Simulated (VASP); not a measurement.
# C in VASP: single point with PBE+D3(BJ)

Aim: the single point of C with PBE+D3(BJ).

All numbers are computed with VASP 6.6.1; they aren't measurements. Logs are shortened: lines on timing, memory, paths and dates and some standing lists are left out, and cuts for length are marked.

### Step 1. The cell of the first run

The cell holds a slab with vacuum, 4 atoms: a = 2.466 Å, b = 2.466 Å, c = 17.500 Å, α = 90.00°, β = 90.00°, γ = 120.00°.

### Step 2. Single point, PBE+D3(BJ) (layers slid over each other, then relaxed in part)

File INCAR:

```
SYSTEM = C
PREC = Accurate
ENCUT = 520
EDIFF = 1E-7
ISMEAR = 0
SIGMA = 0.1
LREAL = .FALSE.
LASPH = .TRUE.
NELM = 60
ALGO = Normal
ISIF = 2
LWAVE = .FALSE.
LCHARG = .FALSE.
LDIPOL = .TRUE.
IDIPOL = 3
DIPOL = 0.5 0.5 0.355
GGA = PE
IVDW = 12
NBANDS = 16
```

File KPOINTS:

```
Automatic mesh
0
G
  15 15 1
  0 0 0
```

File POSCAR:

```
C
1.0
    2.4656524409      0.0000000000      0.0000000000
   -1.2328262205      2.1353176507      0.0000000000
    0.0000000000      0.0000000000     17.5000663885
C
4
Direct
    0.6666666667      0.3333333333      0.2571567142
    0.3333333333      0.6666666667      0.2571427272
    0.8333333333      1.0000000000      0.4523302388
    0.5000000000      1.3333333333      0.4523113572
```

Potentials or basis: VASP PAW PBE potentials, release 64 (C).

Command:

```
cat potpaw_PBE.64/C/POTCAR > POTCAR
mpirun -np 1 vasp_std > vasp.out
```

OUTCAR:

```text
SYSTEM = C
   PREC = Accurate
   ENCUT = 520
   EDIFF = 1E-7
   ISMEAR = 0
   LREAL = .FALSE.
   LASPH = .TRUE.
   NELM = 60
   ISIF = 2
   GGA = PE
   IVDW = 12
 IVDW          = 12

 ion  position               nearest neighbor table
   1  0.667  0.333  0.257-   2 1.42   2 1.42   2 1.42
   2  0.333  0.667  0.257-   1 1.42   1 1.42   1 1.42
   3  0.833  0.000  0.452-   4 1.42   4 1.42   4 1.42
   4  0.500  0.333  0.452-   3 1.42   3 1.42   3 1.42

  LATTYP: Found a hexagonal cell.
 ALAT       =     2.4656524409
 C/A-ratio  =     7.0975398228

  Lattice vectors:

 A1 = (   2.4656524409,   0.0000000000,   0.0000000000)
 A2 = (  -1.2328262205,   2.1353176507,   0.0000000000)
 A3 = (   0.0000000000,   0.0000000000,  17.5000663885)

Analysis of symmetry for initial positions (statically):
=====================================================================
 Subroutine PRICEL returns:
 Original cell was already a primitive cell.

 Routine SETGRP: Setting up the symmetry group for a
 hexagonal supercell.

 Subroutine GETGRP returns: Found  2 space group operations
 (whereof  1 operations were pure point group operations)
 out of a pool of 24 trial point group operations.

The static configuration has the point symmetry C_1 .
 The point group associated with its full space group is S_2 .

Analysis of symmetry for dynamics (positions and initial velocities):
=====================================================================
 Subroutine PRICEL returns:
 Original cell was already a primitive cell.

 Routine SETGRP: Setting up the symmetry group for a
 hexagonal supercell.

 Subroutine GETGRP returns: Found  2 space group operations
 (whereof  1 operations were pure point group operations)
 out of a pool of 24 trial point group operations.

The dynamic configuration has the point symmetry C_1 .
 The point group associated with its full space group is S_2 .

 Subroutine INISYM returns: Found  2 space group operations
 (whereof  1 operations are pure point group operations),
 and found     1 'primitive' translations

----------------------------------------------------------------------------------------

                                     Primitive cell

  volume of cell :      92.1370

  direct lattice vectors                    reciprocal lattice vectors
     2.465652441  0.000000000  0.000000000     0.405572166  0.234157199  0.000000000
    -1.232826221  2.135317651  0.000000000     0.000000000  0.468314398  0.000000000
     0.000000000  0.000000000 17.500066388     0.000000000  0.000000000  0.057142640

  length of vectors
     2.465652441  2.465652441 17.500066388     0.468314398  0.468314398  0.057142640

  position of ions in fractional coordinates (direct lattice)
     0.666666667  0.333333333  0.257156714
     0.333333333  0.666666667  0.257142727
     0.833333333  0.000000000  0.452330239
     0.500000000  0.333333333  0.452311357

  ion indices of the primitive-cell ions
   primitive index   ion index
                 1           1
                 2           2
                 3           3
                 4           4

----------------------------------------------------------------------------------------

 KPOINTS: Automatic mesh

Automatic generation of k-mesh.
 Grid dimensions read from file:
 generate k-points for:   15   15    1

 Generating k-lattice:

  Cartesian coordinates                     Fractional coordinates (reciprocal lattice)
     0.027038144  0.015610480  0.000000000     0.066666667  0.000000000  0.000000000
     0.000000000  0.031220960  0.000000000     0.000000000  0.066666667  0.000000000
     0.000000000  0.000000000  0.057142640     0.000000000  0.000000000  1.000000000

  Length of vectors
     0.031220960  0.031220960  0.057142640

  Shift w.r.t. Gamma in fractional coordinates (k-lattice)
     0.000000000  0.000000000  0.000000000

 Subroutine IBZKPT returns following result:
 ===========================================

 Found    113 irreducible k-points:

 Following reciprocal coordinates:
            Coordinates               Weight
  0.000000  0.000000  0.000000      1.000000
  0.066667  0.000000  0.000000      2.000000
  0.000000  0.066667  0.000000      2.000000
 -0.066667  0.066667  0.000000      2.000000
  0.133333  0.000000  0.000000      2.000000
  0.000000  0.133333  0.000000      2.000000
[... 16 lines left out ...]
  0.066667  0.066667  0.000000      2.000000
 -0.066667  0.133333  0.000000      2.000000
 [... further k-points ...]
   k-points           NKPTS =    113   k-points in BZ     NKDIM =    113   number of bands    NBANDS=     16
   number of dos      NEDOS =    301   number of ions     NIONS =      4
   total plane-waves  NPLWV =  45360
   dimension x,y,z NGX =    18 NGY =   18 NGZ =  140
   dimension x,y,z NGXF=    36 NGYF=   36 NGZF=  280
   ions per type =               4
   NGX,Y,Z   is equivalent  to a cutoff of  12.14, 12.14, 13.30 a.u.
   NGXF,Y,Z  is equivalent  to a cutoff of  24.27, 24.27, 26.60 a.u.
 SYSTEM =  C
   PREC   = accura    normal or accurate (medium, high low for compatibility)
   ISTART =      0    job   : 0-new  1-cont  2-samecut
   ICHARG =      2    charge: 1-file 2-atom 10-const
   ISPIN  =      1    spin polarized calculation?
   LNONCOLLINEAR =      F non collinear calculations
   LSORBIT =      F    spin-orbit coupling
   LASPH  =      T    aspherical Exc in radial PAW
   ENCUT  =  520.0 eV  38.22 Ry    6.18 a.u.   4.58  4.58 32.54*2*pi/ulx,y,z
   NELM   =     60;   NELMIN=  2; NELMDL= -5     # of ELM steps
   EDIFF  = 0.1E-06   stopping-criterion for ELM
   LREAL  =      F    real-space projection
   EDIFFG = 0.1E-05   stopping-criterion for IOM
   NSW    =      0    number of steps for IOM
   IBRION =     -1    ionic relax: 0-MD 1-quasi-New 2-CG
   NFREE  =      0    steps in history (QN), initial steepest desc. (CG)
   ISIF   =      2    stress and relaxation
   ISYM   =      2    0-nonsym 1-usesym 2-fastsym
   POTIM  = 0.5000    time-step for ionic-motion
   TEBEG  =    0.0;   TEEND  =   0.0 temperature during run
   PSTRESS=    0.0 pullay stress
   NELECT =      16.0000    total number of electrons
   NUPDOWN=      -1.0000    fix difference up-down
   EMIN   =  10.00;   EMAX   =-10.00  energy-range for DOS
   EFERMI =   0.00;   METHOD = LEGACY
   ISMEAR =     0;   SIGMA  =   0.10  broadening in eV -4-tet -1-fermi 0-gaus
   EFERMI_NEDOS =   21; number of points for ismear=-14 and -15
   IALGO  =     38    algorithm
   IMIX   =      4    mixing-type and parameters
     AMIX     =   0.40;   BMIX     =  1.00
     AMIX_MAG =   1.60;   BMIX_MAG =  1.00
  volume/ion in A,a.u.               =      23.03       155.44
  Fermi-wavevector in a.u.,A,eV,Ry     =   0.913349  1.725980 11.350070  0.834207
  Thomas-Fermi vector in A             =   2.037850
   LORBIT       =      0    0 simple, 1 ext, 2 COOP (PROOUT), +10 PAW based schemes
   GGA     = PE    functional components
   LHFCALC =     F    Hartree Fock is set to
   AEXX    =    0.0000 exact exchange contribution
   IVDW    =    12    specifies the selected vdW correction
   LEPSILON=     F    determine dielectric tensor
   LRPA    =     F    only Hartree local field effects (RPA)
 non-spin polarized calculation
 Gauss-broadening in eV      SIGMA  =   0.10
  energy-cutoff  :      520.00
  volume of cell :       92.14
 maximum number of plane-waves:      2516
   NGX =  9   NGY =  9   NGZ = 65

 dipolmoment           0.000000      0.000000     -0.000000 electrons x Angstroem

 number of electron      15.9999996 magnetization

 dipolmoment           0.000000      0.000000      0.000333 electrons x Angstroem

 Free energy of the ion-electron system (eV)
  ---------------------------------------------------
  ext. energy  EPLUGINS =         0.00000000
  ---------------------------------------------------
  free energy    TOTEN  =       -36.87714439 eV

  energy without entropy =      -36.87677705  energy(sigma->0) =      -36.87696072

 E-fermi :  -0.8366     XC(G=0):  -4.4450

 val. band max:       -0.9367945761   @ k =   0.3333   0.3333   0.0000
 cond. band min:      -0.7363149703   @ k =   0.3333   0.3333   0.0000
 fundamental gap:      0.2004796058
 Fermi energy:        -0.8365519100

 k-point     1 :       0.0000    0.0000    0.0000
  band No.  band energies     occupation
      1     -20.4139      2.00000
      2     -20.2829      2.00000
      3      -8.8806      2.00000
      4      -7.9903      2.00000
      5      -3.8711      2.00000
      6      -3.8678      2.00000
[... 8 lines left out ...]
     15       7.4843      0.00000
     16       7.4918      0.00000

 k-point     2 :       0.0667    0.0000    0.0000
  band No.  band energies     occupation
      1     -20.3084      2.00000
      2     -20.1782      2.00000
      3      -8.7536      2.00000
      4      -7.8668      2.00000
      5      -4.2947      2.00000
      6      -4.2839      2.00000
[... 8 lines left out ...]
     15       7.5488      0.00000
     16       7.9224      0.00000

 k-point     3 :       0.0000    0.0667    0.0000
  band No.  band energies     occupation
      1     -20.3084      2.00000
      2     -20.1782      2.00000
      3      -8.7535      2.00000
      4      -7.8669      2.00000
      5      -4.2957      2.00000
      6      -4.2827      2.00000
[... 8 lines left out ...]
     15       7.5553      0.00000
     16       7.9329      0.00000

 k-point     4 :      -0.0667    0.0667    0.0000
  band No.  band energies     occupation
      1     -20.3084      2.00000
      2     -20.1782      2.00000
      3      -8.7535      2.00000
      4      -7.8669      2.00000
      5      -4.2966      2.00000
      6      -4.2815      2.00000
[... 8 lines left out ...]
     15       7.5607      0.00000
     16       7.9359      0.00000

 k-point     5 :       0.1333    0.0000    0.0000
  band No.  band energies     occupation
      1     -19.9927      2.00000
      2     -19.8650      2.00000
      3      -8.3745      2.00000
      4      -7.4987      2.00000
      5      -5.4274      2.00000
      6      -5.4066      2.00000
[... 8 lines left out ...]
     15       7.5949      0.00000
     16       8.8917      0.00000

 k-point     6 :       0.0000    0.1333    0.0000
  band No.  band energies     occupation
      1     -19.9926      2.00000
      2     -19.8650      2.00000
      3      -8.3742      2.00000
      4      -7.4991      2.00000
      5      -5.4282      2.00000
      6      -5.4055      2.00000
[... 8 lines left out ...]
     15       7.5919      0.00000
     16       8.8967      0.00000
[... 267 lines left out ...]
 k-point    21 :       0.0000    0.4667    0.0000
  band No.  band energies     occupation
      1     -15.5063      2.00000
      2     -15.4239      2.00000
      3     -13.6976      2.00000
      4     -13.6286      2.00000
      5      -7.2232      2.00000
      6      -7.2103      2.00000
[... 8 lines left out ...]
     15      10.8890      0.00000
     16      11.3810      0.00000

 k-point    22 :      -0.4667    0.4667    0.0000
  band No.  band energies     occupation
      1     -15.5036      2.00000
      2     -15.4268      2.00000
      3     -13.6961      2.00000
      4     -13.6298      2.00000
      5      -7.2272      2.00000
      6      -7.2064      2.00000
[... 8 lines left out ...]
     15      10.8883      0.00000
     16      11.3794      0.00000

 k-point    23 :       0.0667    0.0667    0.0000
  band No.  band energies     occupation
      1     -20.0978      2.00000
      2     -19.9693      2.00000
      3      -8.5005      2.00000
      4      -7.6211      2.00000
      5      -5.0167      2.00000
      6      -5.0110      2.00000
[... 8 lines left out ...]
     15       7.7329      0.00000
     16       8.7731      0.00000

 k-point    24 :      -0.0667    0.1333    0.0000
  band No.  band energies     occupation
      1     -20.0978      2.00000
      2     -19.9693      2.00000
      3      -8.5002      2.00000
      4      -7.6214      2.00000
      5      -5.0239      2.00000
      6      -5.0031      2.00000
[... 8 lines left out ...]
     15       7.7508      0.00000
     16       8.7738      0.00000

 [... further k-points ...]

------------------------ aborting loop because EDIFF is reached ----------------------------------------

 vacuum level on the upper side and lower side of the slab       (xc-potential included)        -0.053        -0.065

 Edisp (eV)   -0.47368

 E8    (eV) :    -0.1414

  FORCE on cell =-STRESS in cart. coord.  units (eV):
  Direction    XX          YY          ZZ          XY          YZ          ZX
  --------------------------------------------------------------------------------------
  -------------------------------------------------------------------------------------
  Total       0.11695     0.12279    -0.02521    -0.01823    -0.01383     0.02515
  in kB       2.03369     2.13512    -0.43841    -0.31698    -0.24048     0.43732
  external pressure =        1.24 kB  Pullay stress =        0.00 kB

 VOLUME and BASIS-vectors are now :
 -----------------------------------------------------------------------------
  energy-cutoff  :      520.00
  volume of cell :       92.14
      direct lattice vectors                 reciprocal lattice vectors
     2.465652441  0.000000000  0.000000000     0.405572166  0.234157199  0.000000000
    -1.232826221  2.135317651  0.000000000     0.000000000  0.468314398  0.000000000
     0.000000000  0.000000000 17.500066388     0.000000000  0.000000000  0.057142640

 POSITION                                       TOTAL-FORCE (eV/Angst)
 -----------------------------------------------------------------------------------
      1.23283      0.71177      4.50026        -0.004617      0.001428      0.000396
     -0.00000      1.42355      4.50001        -0.002748      0.002617     -0.000471
      2.05471      0.00000      7.91581         0.002748     -0.002617      0.000471
      0.82188      0.71177      7.91548         0.004617     -0.001428     -0.000396
 -----------------------------------------------------------------------------------
    total drift:                                0.000005      0.000003      0.076348

  FREE ENERGIE OF THE ION-ELECTRON SYSTEM (eV)
  ---------------------------------------------------
  free  energy   TOTEN  =       -37.3508256537 eV

  energy  without entropy=      -37.3504583156  energy(sigma->0) =      -37.35064198

 vacuum level on the upper side and lower side of the slab         3.399         3.386
```

Wall time 2 min (1 thread of Intel Xeon Platinum 8488C (Sapphire Rapids), shared host); peak memory 0.27 GiB.

Results:

| Quantity | Value |
| --- | --- |
| Free energy | -37.3508 eV |
| Largest force | 0.005 eV/Å |
| Dispersion energy per atom | -0.118 eV |

Forces in eV/Å, atoms in the order of the input:
```
C   -0.005  0.001  0.000
C   -0.003  0.003  0.000
C    0.003 -0.003  0.000
C    0.005 -0.001  0.000
```

Caveat: the cell differs from its parent crystal (layers slid over each other, then relaxed in part).
